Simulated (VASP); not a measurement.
Set up this calculation in VASP 6.6.1, as the native input.

* Task: single point
* Functional: PBEsol
* Potentials or basis: VASP PAW PBE potentials, release 64 (Pb_d)
* Cutoff: 520 eV
* k mesh: 6 × 6 × 6
* Occupations: gaussian, width 0.1 eV
* Spin: no spin polarisation
* Dipole correction: no
* Further INCAR settings: ALGO = Normal; EDIFF = 1e-06; NBANDS = 13

The structure of Pb lies in POSCAR:

```
Pb
1.0
    0.0000000000      2.4674785437      2.4674785437
    2.4674785437      0.0000000000      2.4674785437
    2.4674785437      2.4674785437      0.0000000000
Pb
1
Direct
    0.0000000000      0.0000000000      0.0000000000
```

The input as run:

INCAR

```
SYSTEM = Pb
PREC = Accurate ; ENCUT = 520
EDIFF = 1E-6 ; ISMEAR = 0
SIGMA = 0.1 ; LREAL = .FALSE.
LASPH = .TRUE. ; NELM = 60
ALGO = Normal ; ISIF = 2
LWAVE = .FALSE. ; LCHARG = .FALSE.
GGA = PS ; NBANDS = 13
```

KPOINTS

```
Automatic mesh
0
G
  6 6 6
  0 0 0
```

Potentials or basis: VASP PAW PBE potentials, release 64 (Pb_d).

Command:

```console
$ cat potpaw_PBE.64/Pb_d/POTCAR > POTCAR
$ mpirun -np 1 vasp_std > vasp.out
```

Results of the run:

- Pressure: 0.8 GPa
- Band gap on the k mesh: zero (band 7 reaches 14.70 eV, above the bottom of band 8 at 5.64 eV)

Caveat: the k points lie up to 0.37 Å⁻¹ apart; the PAW data sets were made with another functional, which shifts forces and pressure a little; spin-orbit coupling is left out, which moves the levels of the heavy elements.

Run time: 4.5 s on 1 thread of Intel(R) Xeon(R) 6975P-C (Granite Rapids) (shared host), peak memory 0.14 GiB.
